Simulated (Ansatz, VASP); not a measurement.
## BP: VASP beside Ansatz

File INCAR:

```
SYSTEM = BP
PREC = Accurate
ENCUT = 500
EDIFF = 1E-6
ISMEAR = -1
SIGMA = 0.08
LREAL = .FALSE.
LASPH = .TRUE.
NELM = 120
ALGO = Normal
ISIF = 2
LWAVE = .FALSE.
LCHARG = .FALSE.
GGA = CA
NBANDS = 11
GGA_COMPAT = .FALSE.
```

Contents of KPOINTS:

```
regular mesh
0
G
  15 15 15
  0 0 0
```

The input POSCAR:

```
BP
1.0
    0.0000000000      2.0841117159      2.0841117159
    2.0841117159      0.0000000000      2.0841117159
    2.0841117159      2.0841117159      0.0000000000
B P
1 1
Direct
    0.0000000000      0.0000000000      0.0000000000
    0.2500000000      0.2500000000      0.2500000000
```

Input for Ansatz:

```yaml
crystal:
  lattice:
    - [0.0, 2.0841117159, 2.0841117159]
    - [2.0841117159, 0.0, 2.0841117159]
    - [2.0841117159, 2.0841117159, 0.0]
  atoms:
    - { symbol: B, position: [0.0, 0.0, 0.0] }
    - { symbol: P, position: [0.25, 0.25, 0.25] }
kpoints:
  mp_grid: { grid: [15, 15, 15] }
scf:
  occupations: { method: fermi_dirac, width: 0.08 }
hamiltonian:
  xc: lda
  pseudopotentials: { kind: all_electron, lapw: { basis_error: 0.001 } }
output:
  forces: true
  stress: true
  eigenvalues: true
  populations: true
```

Change from the starting cell: volume scaled by 0.8, LAPW.

Alike in both runs: task single point; functional LDA; k mesh 15 × 15 × 15; occupations fermi-dirac, width 0.08 eV; no spin polarisation.

|  | VASP | Ansatz |
| --- | --- | --- |
| version | VASP 6.6.1 | Ansatz 0.2.0 |
| potentials or method | VASP PAW LDA potentials, release 64 (B, P), cutoff 500 eV | all-electron LAPW, scalar-relativistic |

|  | VASP | Ansatz | Ansatz less VASP |
| --- | --- | --- | --- |
| pressure (GPa) | 58.9 | 59.2 | +0.29 |

LDA's correlation is that of Perdew and Zunger in VASP and of Perdew and Wang (1992) in Ansatz. Both programs put the cell under a high pressure, so it lies far from rest at this level. Ansatz ran all-electron here, and VASP with PAW potentials.
